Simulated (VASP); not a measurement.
Ga4S:

```
Ga S
1.0
     4.89091    0.00000    0.00000
     0.00000    4.89091    0.00000
     0.00000    0.00000    4.89091
Ga S
4 1
Direct
  0.00000 0.00000 0.00000
  0.50000 0.50000 0.00000
  0.50000 0.00000 0.50000
  0.00000 0.50000 0.50000
  0.50000 0.50000 0.50000
```

```yaml
Program: VASP 6.6.1
Task: relaxation of cell and atoms
Functional: PBE
Potentials_or_basis: VASP PAW PBE potentials, release 64 (Ga_d, S)
Cutoff: 600 eV
k_mesh: 8 × 8 × 8
Occupations: gaussian, width 0.1 eV
Spin: no spin polarisation
```

At the start: pressure 1.6 GPa; volume 23.40 Å³/atom.

Question: How do energy, volume and symmetry change on relaxing?

Answer: Over 3 steps the energy falls by 7.6 meV/atom and the volume is 24.95 Å³/atom (+6.6 %); space group Pm-3m (No. 221, to 0.05 Å).

The path:
```
step  energy change (eV)  largest force (eV/Å)  pressure (GPa)  volume (Å³)
   1              0.0000                0.0000            1.64       117.00
   2             -0.0299                0.0000            0.72       121.09
   3             -0.0381                0.0000           -0.01       124.76
```

Final structure:
```
Ga S
1.0
     4.99682    0.00000    0.00000
     0.00000    4.99682    0.00000
     0.00000    0.00000    4.99682
Ga S
4 1
Cartesian
  0.0000 0.0000 0.0000
  2.4984 2.4984 0.0000
  2.4984 0.0000 2.4984
  0.0000 2.4984 2.4984
  2.4984 2.4984 2.4984
```
